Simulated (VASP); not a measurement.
Input of a VASP 6.6.1 run:

File INCAR:

```
SYSTEM = HfO2
PREC     = Accurate       ! precision mode
ENCUT    = 520            ! plane-wave cutoff, eV
EDIFF    = 1E-6           ! SCF threshold, eV
ISMEAR   = 0              ! smearing method
SIGMA    = 0.01           ! smearing width, eV
LREAL    = .FALSE.        ! projectors in reciprocal space
LASPH    = .TRUE.         ! aspherical terms in the spheres
NELM     = 100            ! most SCF steps
ALGO     = Normal         ! electronic algorithm
ISIF     = 2              ! what is computed and relaxed
LWAVE    = .FALSE.        ! write WAVECAR
LCHARG   = .TRUE.         ! write CHGCAR
GGA      = PS             ! functional
LELF     = .TRUE.         ! ELF
LVHAR    = .TRUE.       
NBANDS   = 56             ! bands
```

File KPOINTS:

```
Automatic mesh
0
G
  3 3 3
  0 0 0
```

Contents of POSCAR:

```
HfO2
1.0
    5.2278040000      0.0000000000      0.0000000000
    0.0000000000      5.0172570000      0.0000000000
    0.0000000000      0.0000000000      5.0414330000
Hf O
4 8
Direct
    1.0006775311      0.7503309079      0.7479619386
   -0.0006775311      0.2496690921      0.2479620378
    0.5006775311      0.2496690921      0.7479619386
    0.4993224689      0.7503309079      0.2479620378
    0.6978423445      1.0031718527      1.0018722851
    0.3021576555     -0.0031718527      0.5018723843
    0.1978423445     -0.0031718527      1.0018722851
    0.8021576555      1.0031718527      0.5018723843
    0.8036699540      0.5025435213      0.0001656275
    0.1963300460      0.4974564787      0.5001657267
    0.3036699540      0.4974564787      0.0001656275
    0.6963300460      0.5025435213      0.5001657267
```

Potentials or basis: VASP PAW PBE potentials, release 64 (Hf_pv, O).

Run with:

```sh
$ cat potpaw_PBE.64/Hf_pv/POTCAR potpaw_PBE.64/O/POTCAR > POTCAR
$ mpirun -np 1 vasp_std > vasp.out
```

Q: What does it give for the band gap on the k mesh?

A: 4.58 eV.

Q: Estimate the largest force.

A: 0.054 eV/Å.

Forces in eV/Å, atoms in the order of the input:
```
Hf  -0.005 -0.016 -0.012
Hf   0.005  0.016 -0.012
Hf  -0.005  0.016 -0.012
Hf   0.005 -0.016 -0.012
O   -0.047 -0.025  0.004
O    0.047  0.025  0.004
O   -0.047  0.025  0.004
O    0.047 -0.025  0.004
O    0.023 -0.008  0.008
O   -0.023  0.008  0.008
O    0.023  0.008  0.008
O   -0.023 -0.008  0.008
```

Caveat: the cell stands under tension; the PAW data sets were made with another functional, which shifts forces and pressure a little; spin-orbit coupling is left out, which moves the levels of the heavy elements; an odd mesh through Γ misses points on the zone boundary, where band edges can lie.
